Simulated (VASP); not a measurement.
# SiSbTe2 (P-3m1) in VASP: further runs

SiSbTe2 is run at these levels: PBE; tasks: single point, relaxation of cell and atoms.

Program: VASP 6.6.1. These are calculated values, not measurements. Logs are shortened: lines on timing, memory, paths and dates and some standing lists are left out, and cuts for length are marked.

### Step 1. The cell of the first run

The structure is trigonal, space group P-3m1 (No. 164). Conventional cell: a = 4.061 Å, b = 4.061 Å, c = 4.756 Å, α = 90.00°, β = 90.00°, γ = 120.00°. Si (site symmetry -3m) has 2 Sb at 2.38 Å within 3.1 Å. Sb (site symmetry -3m) has 6 Te at 2.35 Å and 2 Si at 2.38 Å within 3.1 Å. Te (site symmetry 3m) has 3 Sb at 2.35 Å and 3 Te at 2.35 Å within 3.1 Å.

### Step 2. Single point, PBE

File INCAR:

```
ALGO = Normal
EDIFF = 1E-7
ENCUT = 520
GGA = PE
ISIF = 2
ISMEAR = 0
LASPH = True
LCHARG = False
LREAL = False
LWAVE = False
NBANDS = 18
NELM = 60
PREC = Accurate
SIGMA = 0.1
```

File KPOINTS:

```
k-points
0
Gamma
  6 6 4
```

File POSCAR:

```
SiSbTe2
1.0
    4.0611451500      0.0000000000      0.0000000000
   -2.0305725700      3.5170548600      0.0000000000
    0.0000000000      0.0000000000      4.7560732600
Si Sb Te
1 1 2
Direct
    0.0000000000      0.0000000000      0.5000000000
    0.0000000000      0.0000000000      0.0000000000
    0.3333333300      0.6666666700      0.9880353100
    0.6666666700      0.3333333300      0.0119646900
```

Potentials or basis: VASP PAW PBE potentials, release 64 (Si, Sb, Te).

Command:

```sh
> cat potpaw_PBE.64/Si/POTCAR potpaw_PBE.64/Sb/POTCAR potpaw_PBE.64/Te/POTCAR > POTCAR
> mpirun -np 1 vasp_std > vasp.out
```

OUTCAR:

```text
EDIFF = 1E-7
   ENCUT = 520
   GGA = PE
   ISIF = 2
   ISMEAR = 0
   LASPH = True
   LREAL = False
   NELM = 60
   PREC = Accurate

 ion  position               nearest neighbor table
   1  0.000  0.000  0.500-   2 2.38   2 2.38   4 3.30   3 3.30   3 3.30   4 3.30   4 3.30   3 3.30
                             4 3.38   3 3.38   3 3.38   4 3.38   4 3.38   3 3.38
   2  0.000  0.000  0.000-   3 2.35   4 2.35   3 2.35   4 2.35   4 2.35   3 2.35   1 2.38   1 2.38

   3  0.333  0.667  0.988-   2 2.35   2 2.35   2 2.35   4 2.35   4 2.35   4 2.35   1 3.30   1 3.30
                             1 3.30   1 3.38   1 3.38   1 3.38
   4  0.667  0.333  0.012-   2 2.35   2 2.35   2 2.35   3 2.35   3 2.35   3 2.35   1 3.30   1 3.30
                             1 3.30   1 3.38   1 3.38   1 3.38

  LATTYP: Found a hexagonal cell.
 ALAT       =     4.0611451500
 C/A-ratio  =     1.1711162946

  Lattice vectors:

 A1 = (   4.0611451500,   0.0000000000,   0.0000000000)
 A2 = (  -2.0305725700,   3.5170548600,   0.0000000000)
 A3 = (   0.0000000000,   0.0000000000,   4.7560732600)

Analysis of symmetry for initial positions (statically):
=====================================================================
 Subroutine PRICEL returns:
 Original cell was already a primitive cell.

 Routine SETGRP: Setting up the symmetry group for a
 hexagonal supercell.

 Subroutine GETGRP returns: Found 12 space group operations
 (whereof 12 operations were pure point group operations)
 out of a pool of 24 trial point group operations.

The static configuration has the point symmetry D_3d.

Analysis of symmetry for dynamics (positions and initial velocities):
=====================================================================
 Subroutine PRICEL returns:
 Original cell was already a primitive cell.

 Routine SETGRP: Setting up the symmetry group for a
 hexagonal supercell.

 Subroutine GETGRP returns: Found 12 space group operations
 (whereof 12 operations were pure point group operations)
 out of a pool of 24 trial point group operations.

The dynamic configuration has the point symmetry D_3d.

 Subroutine INISYM returns: Found 12 space group operations
 (whereof 12 operations are pure point group operations),
 and found     1 'primitive' translations

----------------------------------------------------------------------------------------

                                     Primitive cell

  volume of cell :      67.9323

  direct lattice vectors                    reciprocal lattice vectors
     4.061145150  0.000000000  0.000000000     0.246235966  0.142164401  0.000000000
    -2.030572570  3.517054860  0.000000000     0.000000000  0.284328803  0.000000000
     0.000000000  0.000000000  4.756073260     0.000000000  0.000000000  0.210257485

  length of vectors
     4.061145150  4.061145140  4.756073260     0.284328803  0.284328803  0.210257485

  position of ions in fractional coordinates (direct lattice)
     0.000000000  0.000000000  0.500000000
     0.000000000  0.000000000  0.000000000
     0.333333330  0.666666670  0.988035310
     0.666666670  0.333333330  0.011964690

  ion indices of the primitive-cell ions
   primitive index   ion index
                 1           1
                 2           2
                 3           3
                 4           4

----------------------------------------------------------------------------------------

 KPOINTS: k-points

Automatic generation of k-mesh.
 Grid dimensions read from file:
 generate k-points for:    6    6    4

 Generating k-lattice:

  Cartesian coordinates                     Fractional coordinates (reciprocal lattice)
     0.041039328  0.023694067  0.000000000     0.166666667  0.000000000  0.000000000
     0.000000000  0.047388134  0.000000000     0.000000000  0.166666667  0.000000000
     0.000000000  0.000000000  0.052564371     0.000000000  0.000000000  0.250000000

  Length of vectors
     0.047388134  0.047388134  0.052564371

  Shift w.r.t. Gamma in fractional coordinates (k-lattice)
     0.000000000  0.000000000  0.000000000

 Subroutine IBZKPT returns following result:
 ===========================================

 Found     24 irreducible k-points:

 Following reciprocal coordinates:
            Coordinates               Weight
  0.000000  0.000000  0.000000      1.000000
  0.166667 -0.000000  0.000000      6.000000
  0.333333  0.000000  0.000000      6.000000
  0.500000  0.000000  0.000000      3.000000
  0.166667  0.166667  0.000000      6.000000
  0.333333  0.166667  0.000000     12.000000
[... 16 lines left out ...]
  0.333333  0.166667  0.500000     12.000000
  0.333333  0.333333  0.500000      2.000000
   k-points           NKPTS =     24   k-points in BZ     NKDIM =     24   number of bands    NBANDS=     18
   number of dos      NEDOS =    301   number of ions     NIONS =      4
   total plane-waves  NPLWV =  32400
   dimension x,y,z NGX =    30 NGY =   30 NGZ =   36
   dimension x,y,z NGXF=    60 NGYF=   60 NGZF=   72
   ions per type =               1   1   2
   NGX,Y,Z   is equivalent  to a cutoff of  12.28, 12.28, 12.58 a.u.
   NGXF,Y,Z  is equivalent  to a cutoff of  24.56, 24.56, 25.17 a.u.
 SYSTEM =  unknown system
   PREC   = accura    normal or accurate (medium, high low for compatibility)
   ISTART =      0    job   : 0-new  1-cont  2-samecut
   ICHARG =      2    charge: 1-file 2-atom 10-const
   ISPIN  =      1    spin polarized calculation?
   LNONCOLLINEAR =      F non collinear calculations
   LSORBIT =      F    spin-orbit coupling
   LASPH  =      T    aspherical Exc in radial PAW
   ENCUT  =  520.0 eV  38.22 Ry    6.18 a.u.   7.55  7.55  8.84*2*pi/ulx,y,z
   NELM   =     60;   NELMIN=  2; NELMDL= -5     # of ELM steps
   EDIFF  = 0.1E-06   stopping-criterion for ELM
   LREAL  =      F    real-space projection
   EDIFFG = 0.1E-05   stopping-criterion for IOM
   NSW    =      0    number of steps for IOM
   IBRION =     -1    ionic relax: 0-MD 1-quasi-New 2-CG
   NFREE  =      0    steps in history (QN), initial steepest desc. (CG)
   ISIF   =      2    stress and relaxation
   ISYM   =      2    0-nonsym 1-usesym 2-fastsym
   POTIM  = 0.5000    time-step for ionic-motion
   TEBEG  =    0.0;   TEEND  =   0.0 temperature during run
   PSTRESS=    0.0 pullay stress
   NELECT =      21.0000    total number of electrons
   NUPDOWN=      -1.0000    fix difference up-down
   EMIN   =  10.00;   EMAX   =-10.00  energy-range for DOS
   EFERMI =   0.00;   METHOD = LEGACY
   ISMEAR =     0;   SIGMA  =   0.10  broadening in eV -4-tet -1-fermi 0-gaus
   EFERMI_NEDOS =   21; number of points for ismear=-14 and -15
   IALGO  =     38    algorithm
   IMIX   =      4    mixing-type and parameters
     AMIX     =   0.40;   BMIX     =  1.00
     AMIX_MAG =   1.60;   BMIX_MAG =  1.00
  volume/ion in A,a.u.               =      16.98       114.61
  Fermi-wavevector in a.u.,A,eV,Ry     =   1.106936  2.091806 16.671320  1.225307
  Thomas-Fermi vector in A             =   2.243444
   LORBIT       =      0    0 simple, 1 ext, 2 COOP (PROOUT), +10 PAW based schemes
   GGA     = PE    functional components
   LHFCALC =     F    Hartree Fock is set to
   AEXX    =    0.0000 exact exchange contribution
   IVDW    =     0    specifies the selected vdW correction
   LEPSILON=     F    determine dielectric tensor
   LRPA    =     F    only Hartree local field effects (RPA)
 non-spin polarized calculation
 Gauss-broadening in eV      SIGMA  =   0.10
  energy-cutoff  :      520.00
  volume of cell :       67.93
 maximum number of plane-waves:      1844
   NGX = 15   NGY = 15   NGZ = 17

 number of electron      20.9999999 magnetization

 Free energy of the ion-electron system (eV)
  ---------------------------------------------------
  ext. energy  EPLUGINS =         0.00000000
  ---------------------------------------------------
  free energy    TOTEN  =        12.55327176 eV

  energy without entropy =       12.56908079  energy(sigma->0) =       12.56117628

 E-fermi :  14.4483     XC(G=0): -11.5596

 val. band max:       14.4349753656   @ k =   0.1667   0.1667   0.2500
 cond. band min:      14.4519718457   @ k =   0.5000   0.0000   0.0000
 fundamental gap:      0.0169964801
 Fermi energy:        14.4483103264

 k-point     1 :       0.0000    0.0000    0.0000
  band No.  band energies     occupation
      1      -7.5738      2.00000
      2       3.9157      2.00000
      3       5.6289      2.00000
      4       5.6289      2.00000
      5       5.7073      2.00000
      6       6.0978      2.00000
[... 10 lines left out ...]
     17      19.0284      0.00000
     18      20.5643      0.00000

 k-point     2 :       0.1667   -0.0000    0.0000
  band No.  band energies     occupation
      1      -7.2161      2.00000
      2       1.8657      2.00000
      3       3.5260      2.00000
      4       4.3003      2.00000
      5       4.8584      2.00000
      6       7.2831      2.00000
[... 10 lines left out ...]
     17      20.3288      0.00000
     18      21.5728      0.00000

 k-point     3 :       0.3333    0.0000    0.0000
  band No.  band energies     occupation
      1      -6.1311      2.00000
      2      -1.5894      2.00000
      3       2.0503      2.00000
      4       4.1115      2.00000
      5       5.4567      2.00000
      6       8.1367      2.00000
[... 10 lines left out ...]
     17      21.0706      0.00000
     18      21.2764      0.00000

 k-point     4 :       0.5000    0.0000    0.0000
  band No.  band energies     occupation
      1      -4.4793      2.00000
      2      -4.0477      2.00000
      3       1.5428      2.00000
      4       3.8763      2.00000
      5       6.7057      2.00000
      6       8.1051      2.00000
[... 375 lines left out ...]
      4       3.1558      2.00000
      5       7.6043      2.00000
      6       7.7227      2.00000
[... 10 lines left out ...]
     17      20.7692      0.00000
     18      21.6221      0.00000

 k-point    23 :       0.3333    0.1667    0.5000
  band No.  band energies     occupation
      1      -4.9580      2.00000
      2      -2.6574      2.00000
      3      -0.4192      2.00000
      4       4.1397      2.00000
      5       6.9685      2.00000
      6       7.4931      2.00000
[... 10 lines left out ...]
     17      19.9210      0.00000
     18      20.6658      0.00000

 k-point    24 :       0.3333    0.3333    0.5000
  band No.  band energies     occupation
      1      -3.2935      2.00000
      2      -3.2935      2.00000
      3      -2.5822      2.00000
      4       4.5845      2.00000
      5       7.9182      2.00000
      6       7.9182      2.00000
[... 10 lines left out ...]
     17      20.6812      0.00000
     18      20.9448      0.00000

------------------------ aborting loop because EDIFF is reached ----------------------------------------

  FORCE on cell =-STRESS in cart. coord.  units (eV):
  Direction    XX          YY          ZZ          XY          YZ          ZX
  --------------------------------------------------------------------------------------
  -------------------------------------------------------------------------------------
  Total      109.7979268    109.7979263     18.5445730      0.0000002     -0.0000000      0.0000000
  in kB     2589.5752294   2589.5752171    437.3722546      0.0000037     -0.0000000      0.0000000
  external PRESSURE =    1872.1742337 kB  Pullay stress =       0.0000000 kB

 VOLUME and BASIS-vectors are now :
 -----------------------------------------------------------------------------
  energy-cutoff  :      520.00
  volume of cell :       67.93
      direct lattice vectors                 reciprocal lattice vectors
     4.061145150  0.000000000  0.000000000     0.246235966  0.142164401  0.000000000
    -2.030572570  3.517054860  0.000000000     0.000000000  0.284328803  0.000000000
     0.000000000  0.000000000  4.756073260     0.000000000  0.000000000  0.210257485

 POSITION                                       TOTAL-FORCE (eV/Angst)
 -----------------------------------------------------------------------------------
      0.00000      0.00000      2.37804        -0.000000      0.000000      0.000000
      0.00000      0.00000      0.00000        -0.000000      0.000000      0.000000
     -0.00000      2.34470      4.69917         0.000000      0.000000     -2.085302
      2.03057      1.17235      0.05690        -0.000000     -0.000000      2.085302
 -----------------------------------------------------------------------------------
    total drift:                                0.000000     -0.000000     -0.000000

  FREE ENERGIE OF THE ION-ELECTRON SYSTEM (eV)
  ---------------------------------------------------
  free  energy   TOTEN  =        12.5532717631 eV

  energy  without entropy=       12.5690807884  energy(sigma->0) =       12.56117628
```

It took 14 s on 1 thread of Intel Xeon 6975P-C (Granite Rapids), shared host; peak memory 0.19 GiB.

Results:

* Free energy: 12.5533 eV
* Pressure: 187.2 GPa
* Largest force: 2.085 eV/Å

Forces in eV/Å, atoms in the order of the input:
```
Si   0.000  0.000  0.000
Sb   0.000  0.000  0.000
Te   0.000  0.000 -2.085
Te   0.000  0.000  2.085
```

Caveat: spin-orbit coupling is left out, which moves the levels of the heavy elements; forces of over 1 eV/Å act on the atoms, so gaps and moduli don't describe the material at rest.

### Step 3. Relaxation of cell and atoms, PBE

File INCAR:

```
SYSTEM = SiSbTe2
  PREC = Accurate
  ENCUT = 600
  EDIFF = 1E-6
  ISMEAR = 0
  SIGMA = 0.1
  LREAL = .False.
  LASPH = .True.
  NELM = 100
  ALGO = Normal
  ISIF = 3
  LWAVE = .False.
  LCHARG = .False.
  GGA = PE
  IBRION = 2
  NSW = 90
  EDIFFG = -0.04
```

File KPOINTS:

```
regular mesh
0
Gamma
  6 6 4
  0 0 0
```

POSCAR is that of step 2.

Potentials or basis: VASP PAW PBE potentials, release 64 (Si, Sb, Te).

Command:

```sh
> cat potpaw_PBE.64/Si/POTCAR potpaw_PBE.64/Sb/POTCAR potpaw_PBE.64/Te/POTCAR > POTCAR
> mpirun -np 1 vasp_std > vasp.out
```

OUTCAR:

```text
SYSTEM = SiSbTe2
   PREC = Accurate
   ENCUT = 600
   EDIFF = 1E-6
   ISMEAR = 0
   LREAL = .False.
   LASPH = .True.
   NELM = 100
   ISIF = 3
   GGA = PE
   IBRION = 2
   NSW = 90
   EDIFFG = -0.04

 ion  position               nearest neighbor table
   1  0.000  0.000  0.500-   2 2.38   2 2.38   4 3.30   3 3.30   3 3.30   4 3.30   4 3.30   3 3.30
                             4 3.38   3 3.38   3 3.38   4 3.38   4 3.38   3 3.38
   2  0.000  0.000  0.000-   3 2.35   4 2.35   3 2.35   4 2.35   4 2.35   3 2.35   1 2.38   1 2.38

   3  0.333  0.667  0.988-   2 2.35   2 2.35   2 2.35   4 2.35   4 2.35   4 2.35   1 3.30   1 3.30
                             1 3.30   1 3.38   1 3.38   1 3.38
   4  0.667  0.333  0.012-   2 2.35   2 2.35   2 2.35   3 2.35   3 2.35   3 2.35   1 3.30   1 3.30
                             1 3.30   1 3.38   1 3.38   1 3.38

  LATTYP: Found a hexagonal cell.
 ALAT       =     4.0611451500
 C/A-ratio  =     1.1711162946

[... 1945 lines left out ...]
      5       2.4599      2.00000
      6       2.4599      2.00000
      7       4.1256      2.00000
      8       5.0482      2.00000
      9       5.2416      2.00000
     10       5.2416      2.00000
     11       6.6515      2.00000
     12       6.6515      2.00000
     13      11.6418      0.00000
     14      12.4109      0.00000

[... ionic steps 4 to 69 ...]

--------------------------------------- Ionic step       70  -------------------------------------------

 number of electron      21.0000002 magnetization

------------------------ aborting loop because EDIFF is reached ----------------------------------------
[... 71 lines left out ...]
--------------------------------------- Ionic step       72  -------------------------------------------

 number of electron      21.0000002 magnetization

 Free energy of the ion-electron system (eV)
  ---------------------------------------------------
  ext. energy  EPLUGINS =         0.00000000
  ---------------------------------------------------
  free energy    TOTEN  =       -15.01897315 eV

  energy without entropy =      -15.00492453  energy(sigma->0) =      -15.01194884

 E-fermi :   7.2555     XC(G=0):  -9.7264

 val. band max:        7.2190829960   @ k =   0.0000   0.0000   0.2500
 cond. band min:       7.2651158252   @ k =   0.1667  -0.0000   0.2500
 fundamental gap:      0.0460328292
 Fermi energy:         7.2555010843
[... 437 lines left out ...]
  FREE ENERGIE OF THE ION-ELECTRON SYSTEM (eV)
  ---------------------------------------------------
  free  energy   TOTEN  =       -15.0189731483 eV

  energy  without entropy=      -15.0049245282  energy(sigma->0) =      -15.01194884

 reached required accuracy - stopping structural energy minimisation
```

CONTCAR:

```text
SiSbTe2
   1.00000000000000
     3.9804679489671466   -0.0000000012623230   -0.0000000000000005
    -1.9902339706761056    3.4471863588503928   -0.0000000000000003
     0.0000000000000000   -0.0000000000000008    7.9784735744626820
  Si              Sb              Te
     1     1     2
Direct
     0.0000000000000000    0.0000000000000000    0.5000000000000000
     0.0000000000000000    0.0000000000000000    0.0000000000000000
     0.3333333300000021    0.6666666699999979    0.7198044118095089
     0.6666666699999979    0.3333333300000021    0.2801955881904909

  0.00000000E+00  0.00000000E+00  0.00000000E+00
  0.00000000E+00  0.00000000E+00  0.00000000E+00
  0.00000000E+00  0.00000000E+00  0.00000000E+00
  0.00000000E+00  0.00000000E+00  0.00000000E+00
```

It took 8 min on 1 thread of Intel Xeon 6975P-C (Granite Rapids), shared host; peak memory 0.24 GiB.

What came out:

| Item | Value |
| --- | --- |
| Free energy | -15.0190 eV |
| Relaxed volume | 27.37 Å³/atom |
| Relaxed cell | a = 3.980 Å, b = 3.980 Å, c = 7.978 Å, α = 90.00°, β = 90.00°, γ = 120.00° |
| Space group after relaxing (to 0.05 Å) | P-3m1 (No. 164) |
| Energy gained by relaxing | 6892.7 meV/atom |
| Ionic steps | 72 |
| Pressure after relaxing | 0.0 GPa |
| Largest force after relaxing | 0.036 eV/Å |

Forces in eV/Å, atoms in the order of the input:
```
Si   0.000  0.000  0.000
Sb   0.000  0.000  0.000
Te   0.000  0.000 -0.036
Te   0.000  0.000  0.036
```

Step by step:
```tsv
step	energy change (eV)	largest force (eV/Å)	pressure (GPa)	volume (Å³)
1	0.0000	2.0853	187.22	67.93
3	-19.1854	0.0327	-1.80	431.82
5	-23.5579	0.0269	-3.90	197.76
7	-24.9333	0.0930	-1.75	155.46
9	-25.1712	0.1599	2.00	137.68
11	-25.2994	0.1903	-0.67	146.67
13	-25.3045	0.1850	-0.40	145.46
15	-25.3108	0.2254	0.23	143.01
17	-25.3310	0.3011	0.41	142.04
19	-25.4544	0.4326	1.04	137.71
21	-25.7070	0.5036	3.52	121.20
23	-25.7080	0.5023	3.51	121.15
25	-25.7125	0.4971	3.56	120.96
27	-25.7285	0.4756	3.71	120.18
29	-25.7498	0.2922	4.60	117.09
31	-25.7721	0.3593	4.24	117.91
33	-25.9401	0.2748	3.78	117.77
35	-26.4317	0.0095	2.16	117.11
37	-26.6264	0.3942	2.00	116.17
39	-26.7462	0.3370	0.45	118.97
41	-26.8364	0.0987	-1.82	124.43
43	-27.0399	0.0793	-0.07	118.73
45	-27.0959	0.0984	1.75	114.54
47	-27.1595	0.2273	0.73	116.63
49	-27.1849	0.3162	-0.58	120.16
51	-27.2939	0.3235	0.58	116.58
53	-27.1125	0.6645	9.41	93.42
55	-27.4014	0.3536	5.90	100.34
57	-27.3769	0.4116	6.44	98.92
59	-27.3861	0.4482	6.12	98.81
61	-27.3893	0.4831	5.83	98.68
63	-27.4159	0.4573	5.29	99.43
65	-27.5070	0.3338	3.09	102.87
67	-27.5684	0.1219	-0.03	109.22
69	-27.5689	0.1054	-0.13	109.53
71	-27.5707	0.0422	0.08	109.38
72	-27.5708	0.0358	0.02	109.48
```

Final structure:
```
Si Sb Te
1.0
     3.98047    0.00000    0.00000
    -1.99023    3.44719    0.00000
     0.00000    0.00000    7.97847
Si Sb Te
1 1 2
Direct
  0.00000 0.00000 0.50000
  0.00000 0.00000 0.00000
  0.33333 0.66667 0.71980
  0.66667 0.33333 0.28020
```

Levels at points of the mesh, in eV from the Fermi level:
```csv
k point,band 7,band 8,band 9,band 10,band 11,band 12,band 13,band 14
"(0.00, 0.00, 0.00)",-1.44,-0.93,-0.93,0.77,1.10,1.21,1.21,2.34
"(0.50, 0.00, 0.00)",-3.27,-1.68,-1.49,-1.23,-0.62,-0.17,-0.08,3.03
"(0.00, 0.00, 0.50)",-1.25,-1.16,-1.16,-1.11,1.41,1.41,1.99,1.99
"(0.50, 0.00, 0.50)",-3.70,-3.50,-2.94,-2.39,0.75,1.41,1.66,1.69
```

Caveat: the volume moved by over 15 % at a fixed basis, so the end points are rough; spin-orbit coupling is left out, which moves the levels of the heavy elements.
